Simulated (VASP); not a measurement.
# Al2Cu (I4/mmm) in VASP: notebook

Al2Cu is run at these levels: PBEsol; tasks: single point.

All numbers are computed with VASP 6.6.1; they aren't measurements. Logs are shortened: lines on timing, memory, paths and dates and some standing lists are left out, and cuts for length are marked.

### Step 1. The cell of the first run

The structure is tetragonal, space group I4/mmm (No. 139). The conventional cell has a = 4.006 Å, b = 4.006 Å, c = 5.625 Å, α = 90.00°, β = 90.00°, γ = 90.00°. Within 3.2 Å of Cu (site symmetry 4/mmm) lie 8 Al at 2.45 Å. Within 3.2 Å of Al (site symmetry -4m2) lie 4 Cu at 2.45 Å and 6 Al at 2.81 to 2.83 Å.

### Step 2. Single point, PBEsol (15.04 Å³/atom)

The input, INCAR:

```
SYSTEM = Al2Cu
PREC     = Accurate       ! precision mode
ENCUT    = 520            ! plane-wave cutoff, eV
EDIFF    = 1E-6           ! SCF threshold, eV
ISMEAR   = -1             ! smearing method
SIGMA    = 0.05           ! smearing width, eV
LREAL    = .False.        ! projectors in reciprocal space
LASPH    = .True.         ! aspherical terms in the spheres
NELM     = 80             ! most SCF steps
ALGO     = Normal         ! electronic algorithm
ISIF     = 2              ! what is computed and relaxed
LWAVE    = .False.        ! write WAVECAR
LCHARG   = .False.        ! write CHGCAR
GGA      = PS             ! functional
NBANDS   = 16             ! bands
```

The input, KPOINTS:

```
regular mesh
0
Gamma
  9 9 9
  0 0 0
```

The input, POSCAR:

```
Al2Cu
1.0
   -2.0028971430      2.0028971430      2.8125609791
    2.0028971430     -2.0028971430      2.8125609791
    2.0028971430      2.0028971430     -2.8125609791
Cu Al
1 2
Direct
    0.5000000000      0.5000000000      0.0000000000
    0.2500000000      0.7500000000      0.5000000000
    0.7500000000      0.2500000000      0.5000000000
```

Potentials or basis: VASP PAW PBE potentials, release 64 (Cu, Al).

Launch:

```console
$ cat potpaw_PBE.64/Cu/POTCAR potpaw_PBE.64/Al/POTCAR > POTCAR
$ mpirun -np 1 vasp_std > vasp.out
```

OUTCAR:

```text
SYSTEM = Al2Cu
   PREC = Accurate
   ENCUT = 520
   EDIFF = 1E-6
   ISMEAR = -1
   LREAL = .False.
   LASPH = .True.
   NELM = 80
   ISIF = 2
   GGA = PS

 ion  position               nearest neighbor table
   1  0.500  0.500  0.000-   2 2.45   3 2.45   2 2.45   3 2.45   2 2.45   3 2.45   2 2.45   3 2.45

   2  0.250  0.750  0.500-   1 2.45   1 2.45   1 2.45   1 2.45   3 2.81   3 2.81   3 2.83   3 2.83
                             3 2.83   3 2.83
   3  0.750  0.250  0.500-   1 2.45   1 2.45   1 2.45   1 2.45   2 2.81   2 2.81   2 2.83   2 2.83
                             2 2.83   2 2.83

  LATTYP: Found a body centered tetragonal cell.
 ALAT       =     4.0057942860
 C/A-ratio  =     1.4042463383

  Lattice vectors:

 A1 = (  -2.0028971430,   2.0028971430,   2.8125609791)
 A2 = (   2.0028971430,  -2.0028971430,   2.8125609791)
 A3 = (   2.0028971430,   2.0028971430,  -2.8125609791)

Analysis of symmetry for initial positions (statically):
=====================================================================
 Subroutine PRICEL returns:
 Original cell was already a primitive cell.

 Routine SETGRP: Setting up the symmetry group for a
 body centered tetragonal supercell.

 Subroutine GETGRP returns: Found 16 space group operations
 (whereof 16 operations were pure point group operations)
 out of a pool of 16 trial point group operations.

The static configuration has the point symmetry D_4h.

Analysis of symmetry for dynamics (positions and initial velocities):
=====================================================================
 Subroutine PRICEL returns:
 Original cell was already a primitive cell.

 Routine SETGRP: Setting up the symmetry group for a
 body centered tetragonal supercell.

 Subroutine GETGRP returns: Found 16 space group operations
 (whereof 16 operations were pure point group operations)
 out of a pool of 16 trial point group operations.

The dynamic configuration has the point symmetry D_4h.

 Subroutine INISYM returns: Found 16 space group operations
 (whereof 16 operations are pure point group operations),
 and found     1 'primitive' translations

----------------------------------------------------------------------------------------

                                     Primitive cell

  volume of cell :      45.1314

  direct lattice vectors                    reciprocal lattice vectors
    -2.002897143  2.002897143  2.812560979     0.000000000  0.249638381  0.177773923
[... 89 lines left out ...]
   LREAL  =      F    real-space projection
   EDIFFG = 0.1E-04   stopping-criterion for IOM
   NSW    =      0    number of steps for IOM
   IBRION =     -1    ionic relax: 0-MD 1-quasi-New 2-CG
   NFREE  =      0    steps in history (QN), initial steepest desc. (CG)
   ISIF   =      2    stress and relaxation
   ISYM   =      2    0-nonsym 1-usesym 2-fastsym
   POTIM  = 0.5000    time-step for ionic-motion
   TEBEG  =    0.0;   TEEND  =   0.0 temperature during run
   PSTRESS=    0.0 pullay stress
   NELECT =      17.0000    total number of electrons
   NUPDOWN=      -1.0000    fix difference up-down
   EMIN   =  10.00;   EMAX   =-10.00  energy-range for DOS
   EFERMI =   0.00;   METHOD = LEGACY
   ISMEAR =    -1;   SIGMA  =   0.05  broadening in eV -4-tet -1-fermi 0-gaus
   EFERMI_NEDOS =   21; number of points for ismear=-14 and -15
   IALGO  =     38    algorithm
   IMIX   =      4    mixing-type and parameters
     AMIX     =   0.40;   BMIX     =  1.00
     AMIX_MAG =   1.60;   BMIX_MAG =  1.00
  volume/ion in A,a.u.               =      15.04       101.52
  Fermi-wavevector in a.u.,A,eV,Ry     =   1.182310  2.234242 19.019001  1.397857
  Thomas-Fermi vector in A             =   2.318567
   LORBIT       =      0    0 simple, 1 ext, 2 COOP (PROOUT), +10 PAW based schemes
   GGA     = PS    functional components
   LHFCALC =     F    Hartree Fock is set to
   AEXX    =    0.0000 exact exchange contribution
   IVDW    =     0    specifies the selected vdW correction
   LEPSILON=     F    determine dielectric tensor
   LRPA    =     F    only Hartree local field effects (RPA)
 non-spin polarized calculation
  energy-cutoff  :      520.00
  volume of cell :       45.13
 maximum number of plane-waves:      1243
 NGX is ok and might be reduce to    30
   NGX = 15   NGY = 15   NGZ = 15

 number of electron      17.0000015 magnetization

 Free energy of the ion-electron system (eV)
  ---------------------------------------------------
  ext. energy  EPLUGINS =         0.00000000
  ---------------------------------------------------
  free energy    TOTEN  =       -12.97761987 eV

  energy without entropy =      -12.96469508  energy(sigma->0) =      -12.97115747

 E-fermi :   7.4863     XC(G=0): -10.8007

 val. band max:        7.4822372893   @ k =   0.1111   0.1111  -0.0000
 cond. band min:       7.4893052862   @ k =  -0.2222  -0.3333   0.1111
 fundamental gap:      0.0070679969
 Fermi energy:         7.4862546234

 k-point     1 :       0.0000    0.0000    0.0000
  band No.  band energies     occupation
      1      -3.0477      2.00000
      2       2.7142      2.00000
      3       2.7201      2.00000
      4       2.7201      2.00000
      5       3.3027      2.00000
      6       3.3128      2.00000
[... 433 lines left out ...]
      3       2.1124      2.00000
      4       3.2314      2.00000
      5       3.3009      2.00000
      6       3.4412      2.00000
[... 8 lines left out ...]
     15      18.4171      0.00000
     16      19.7557      0.00000

 [... further k-points ...]

------------------------ aborting loop because EDIFF is reached ----------------------------------------

  FORCE on cell =-STRESS in cart. coord.  units (eV):
  Direction    XX          YY          ZZ          XY          YZ          ZX
  --------------------------------------------------------------------------------------
  -------------------------------------------------------------------------------------
  Total        1.3100687      1.3100687      1.3556014      0.0000000      0.0000000     -0.0000000
  in kB       46.5077598     46.5077598     48.1241801      0.0000000      0.0000000     -0.0000000
  external PRESSURE =      47.0465665 kB  Pullay stress =       0.0000000 kB

 VOLUME and BASIS-vectors are now :
 -----------------------------------------------------------------------------
  energy-cutoff  :      520.00
  volume of cell :       45.13
      direct lattice vectors                 reciprocal lattice vectors
    -2.002897143  2.002897143  2.812560979     0.000000000  0.249638381  0.177773923
     2.002897143 -2.002897143  2.812560979     0.249638381  0.000000000  0.177773923
     2.002897143  2.002897143 -2.812560979     0.249638381  0.249638381  0.000000000

 POSITION                                       TOTAL-FORCE (eV/Angst)
 -----------------------------------------------------------------------------------
      0.00000      0.00000      2.81256        -0.000000      0.000000      0.000000
      2.00290      0.00000      1.40628         0.000000     -0.000000     -0.000000
      0.00000      2.00290      1.40628        -0.000000     -0.000000     -0.000000
 -----------------------------------------------------------------------------------
    total drift:                                0.000000     -0.000000      0.000000

  FREE ENERGIE OF THE ION-ELECTRON SYSTEM (eV)
  ---------------------------------------------------
  free  energy   TOTEN  =       -12.9776198694 eV

  energy  without entropy=      -12.9646950797  energy(sigma->0) =      -12.97115747
```

OSZICAR:

```text
N       E                     dE             d eps       ncg     rms          rms(c)
DAV:   1     0.609107226986E+02    0.60911E+02   -0.69144E+03  2416   0.114E+03
DAV:   2    -0.130645120326E+02   -0.73975E+02   -0.65589E+02  2576   0.201E+02
DAV:   3    -0.156417977280E+02   -0.25773E+01   -0.25148E+01  3264   0.425E+01
DAV:   4    -0.156978894290E+02   -0.56092E-01   -0.56066E-01  2832   0.536E+00
DAV:   5    -0.157005282754E+02   -0.26388E-02   -0.26388E-02  3712   0.128E+00    0.161E+01
DAV:   6    -0.181471714813E+02   -0.24466E+01   -0.49291E+01  2688   0.231E+02    0.129E+01
DAV:   7    -0.131843034661E+02    0.49629E+01   -0.12357E+01  2992   0.801E+01    0.255E+00
DAV:   8    -0.130152069666E+02    0.16910E+00   -0.12425E+00  3408   0.312E+01    0.178E+00
DAV:   9    -0.129777907992E+02    0.37416E-01   -0.15421E-01  3616   0.932E+00    0.270E-01
DAV:  10    -0.129802923812E+02   -0.25016E-02   -0.51612E-03  3648   0.194E+00    0.369E-01
DAV:  11    -0.129776137920E+02    0.26786E-02   -0.76686E-03  3056   0.305E+00    0.438E-02
DAV:  12    -0.129776441052E+02   -0.30313E-04   -0.40977E-04  2760   0.163E-01    0.370E-02
DAV:  13    -0.129776213083E+02    0.22797E-04   -0.46748E-05  3432   0.203E-01    0.968E-03
DAV:  14    -0.129776198004E+02    0.15079E-05   -0.74091E-06  3520   0.667E-02    0.176E-03
DAV:  15    -0.129776198694E+02   -0.69008E-07   -0.23259E-07  1512   0.601E-03
   1 F= -.12977620E+02 E0= -.12971157E+02  d E =-.129248E-01
```

Run time: 83 s. Hardware: 1 thread of Intel Xeon 8259CL, shared host; peak memory 0.2 GiB.

What came out:

| Property | Result |
| --- | --- |
| Free energy | -12.9776 eV |
| Pressure | 4.7 GPa |
| Band gap on the k mesh | zero (an odd number of electrons rules out a gap without spin polarisation) |

Caveat: the cell stands under pressure; the PAW data sets were made with another functional, which shifts forces and pressure a little.

(Part 1 of 2 ends here.)

The gap in the log of VASP goes by the Fermi energy; the results here count the filled bands.